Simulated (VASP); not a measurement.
Set up this calculation in VASP 6.6.1, as the native input.

- Task: single point
- Functional: PBE
- Potentials or basis: VASP PAW PBE potentials, release 64 (Hf_pv, O)
- Cutoff: 520 eV
- k mesh: 8 × 8 × 8
- Occupations: gaussian, width 0.05 eV
- Spin: no spin polarisation
- Dipole correction: no
- Further INCAR settings: ALGO = Normal; EDIFF = 1e-06; NBANDS = 18

The structure of HfO2 lies in POSCAR:

```
HfO2
1.0
   -0.1370991375      2.5267442071      2.5267442071
    2.5267442071     -0.1370991375      2.5267442071
    2.5267442071      2.5267442071     -0.1370991375
Hf O
1 2
Direct
    0.0000000000      0.0000000000      0.0000000000
    0.2500000000      0.2500000000      0.2500000000
    0.7500000000      0.7500000000      0.7500000000
```

The input as run:

INCAR

```
SYSTEM = HfO2
PREC = Accurate
ENCUT = 520
EDIFF = 1E-6
ISMEAR = 0
SIGMA = 0.05
LREAL = .FALSE.
LASPH = .TRUE.
NELM = 100
ALGO = Normal
ISIF = 2
LWAVE = .FALSE.
LCHARG = .FALSE.
GGA = PE
NBANDS = 18
```

KPOINTS

```
regular mesh
0
G
  8 8 8
  0 0 0
```

Potentials or basis: VASP PAW PBE potentials, release 64 (Hf_pv, O).

Command:

```bash
$ cat potpaw_PBE.64/Hf_pv/POTCAR potpaw_PBE.64/O/POTCAR > POTCAR
$ mpirun -np 1 vasp_std > vasp.out
```

It gave:

```
Pressure               : -12.8 GPa
Largest force          : 0.541 eV/Å
Band gap on the k mesh : 3.68 eV
```

Caveat: the cell stands under tension; spin-orbit coupling is left out, which moves the levels of the heavy elements.

Run time: 44 s on 1 thread of Intel Xeon 8259CL (shared host), peak memory 0.18 GiB.
